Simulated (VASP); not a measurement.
Here is a VASP 6.6.1 calculation.

INCAR

```
  PREC = Accurate
  ENCUT = 600
  EDIFF = 1E-7
  ISMEAR = -1
  SIGMA = 0.08
  LREAL = False
  LASPH = True
  NELM = 100
  ALGO = Normal
  ISIF = 3
  LWAVE = False
  LCHARG = False
  GGA = PE
  IBRION = 2
  NSW = 32
  EDIFFG = -0.005
  PSTRESS = 94.0
```

Contents of KPOINTS:

```
Automatic mesh
0
Gamma
  15 15 15
```

POSCAR

```
Na
1.0
   -1.7836574211      1.7836574211      1.7836574211
    1.7836574211     -1.7836574211      1.7836574211
    1.7836574211      1.7836574211     -1.7836574211
Na
1
Direct
    0.0000000000      0.0000000000      0.0000000000
```

Potentials or basis: VASP PAW PBE potentials, release 64 (Na_pv).

Launch:

```console
$ cat potpaw_PBE.64/Na_pv/POTCAR > POTCAR
$ mpirun -np 1 vasp_std > vasp.out
```

Problem. Predict the relaxed volume.

Solution. 22.70 Å³/atom.

Problem. Estimate the space group after relaxing (to 0.1 Å).

Solution. Im-3m (No. 229).

Problem. Estimate the relaxed cell.

Solution. a = 3.089 Å, b = 3.089 Å, c = 3.089 Å, α = 109.47°, β = 109.47°, γ = 109.47°.

Problem. What does it give for the band gap on the k mesh?

Solution. Zero (an odd number of electrons rules out a gap without spin polarisation).

Step by step:
```csv
step,energy change (eV),largest force (eV/Å),pressure (GPa),volume (Å³)
1,0.0000,0.0000,9.32,22.70
2,0.0022,0.0000,9.51,22.66
3,0.0009,0.0000,9.45,22.68
4,0.0006,0.0000,9.44,22.69
5,0.0003,0.0000,9.44,22.69
6,0.0001,0.0000,9.41,22.70
```

Caveat: the cell is relaxed towards a set pressure, so the run minimises the enthalpy, not the energy.
